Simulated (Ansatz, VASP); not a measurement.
**One calculation of AlGaN2, two programs**

File POSCAR:

```
AlGaN2
1.0
    3.1251726635      0.0000000000      0.0000000000
    0.0000000000      3.1251726635      0.0000000000
    0.0000000000      0.0000000000      4.4238379400
Al Ga N
1 1 2
Direct
    0.5000000000      0.5000000000      0.5000000000
    0.0000000000      0.0000000000      0.0000000000
    0.5000000000      0.0000000000      0.7382648100
    0.0000000000      0.5000000000      0.2617351900
```

The input INCAR.step1:

```
PREC = Accurate ; ENCUT = 520
ISMEAR = 0 ; SIGMA = 0.05
LREAL = F ; LASPH = T
NELM = 80 ; NBANDS = 21
GGA = PE ; ALGO = Normal
EDIFF = 1E-4 ; LWAVE = T
LCHARG = F
```

File INCAR.step2:

```
PREC = Accurate ; ENCUT = 520
EDIFF = 1E-7 ; ISMEAR = 0
SIGMA = 0.05 ; LREAL = F
LASPH = T ; NELM = 80
ALGO = Normal ; ISIF = 2
LWAVE = F ; LCHARG = F
METAGGA = R2SCAN ; LMIXTAU = T
NBANDS = 21 ; ISTART = 1
```

KPOINTS

```
regular mesh
0
Gamma
  8 8 6
```

Input for Ansatz:

```yaml
crystal:
  lattice:
    - [3.1251726635, 0.0, 0.0]
    - [0.0, 3.1251726635, 0.0]
    - [0.0, 0.0, 4.42383794]
  atoms:
    - { symbol: Al, position: [0.5, 0.5, 0.5] }
    - { symbol: Ga, position: [0.0, 0.0, 0.0] }
    - { symbol: "N", position: [0.5, 0.0, 0.73826481] }
    - { symbol: "N", position: [0.0, 0.5, 0.26173519] }
basis:
  ecutwfc: 500
kpoints:
  mp_grid: { grid: [8, 8, 6] }
hamiltonian:
  xc: r2scan
scf:
  occupations: { method: gaussian, width: 0.05 }
output:
  forces: true
  stress: true
  eigenvalues: true
```

Change from the starting cell: strain -0.0050 x Voigt [1, 1, 0, 0, 0, 0], atoms carried along.

Alike in both runs: task single point; functional r2SCAN; k mesh 8 × 8 × 6; occupations gaussian, width 0.05 eV; no spin polarisation.

|  | VASP | Ansatz |
| --- | --- | --- |
| version | VASP 6.6.1 | Ansatz 0.2.0 |
| potentials or method | VASP PAW PBE potentials, release 64 (Al, Ga_d, N), cutoff 520 eV | scalar-relativistic, plane waves, PAW |
| valence electrons in the cell | 26 | 26 |

VASP gave:

| Quantity | Value |
| --- | --- |
| gap on the k mesh at the Fermi level (eV) | 3.43 |
| least direct gap on the mesh (eV) | 3.43 |
| pressure (GPa) | 2.1 |
| traceless stress, the component that is largest in VASP (GPa) | -0.45 |
| rms of the force components (eV/Å) | 0.004 |

What did Ansatz give for the same quantities?

gap on the k mesh at the Fermi level (eV): 3.42; least direct gap on the mesh (eV): 3.42; pressure (GPa): 1.7; traceless stress, the component that is largest in VASP (GPa): -0.48; rms of the force components (eV/Å): 0.042.

VASP's potentials were made for PBE, not for r2SCAN. Atom by atom the forces differ by 0.037 eV/Å (rms over components).
